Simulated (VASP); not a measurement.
The system is CuI.

```
Cu I
1.0
     4.37554    0.00000    0.00000
    -2.18777    3.78933    0.00000
     0.00000    0.00000    7.25379
Cu I
2 2
Direct
  0.33333 0.66667 0.25000
  0.66667 0.33333 0.75000
  0.66667 0.33333 0.25000
  0.33333 0.66667 0.75000
```

Base run:

- Program: VASP 6.6.1
- Functional: PBE
- Potentials or basis: VASP PAW PBE potentials, release 64 (Cu, I)
- Cutoff: 520 eV
- k mesh: 6 × 6 × 4
- Occupations: gaussian, width 0.01 eV
- Spin: no spin polarisation

Its results: band gap on the k mesh 1.23 eV; pressure 1.1 GPa.

The run is repeated on the same cell with these changes: functional from PBE to r2SCAN. What comes out?

Band gap on the k mesh 1.66 eV; pressure -0.1 GPa.

Caveats: spin-orbit coupling is left out, which moves the levels of the heavy elements; the PAW data sets were made with another functional, which shifts forces and pressure a little (at least some runs).

A k mesh can miss the band edges.
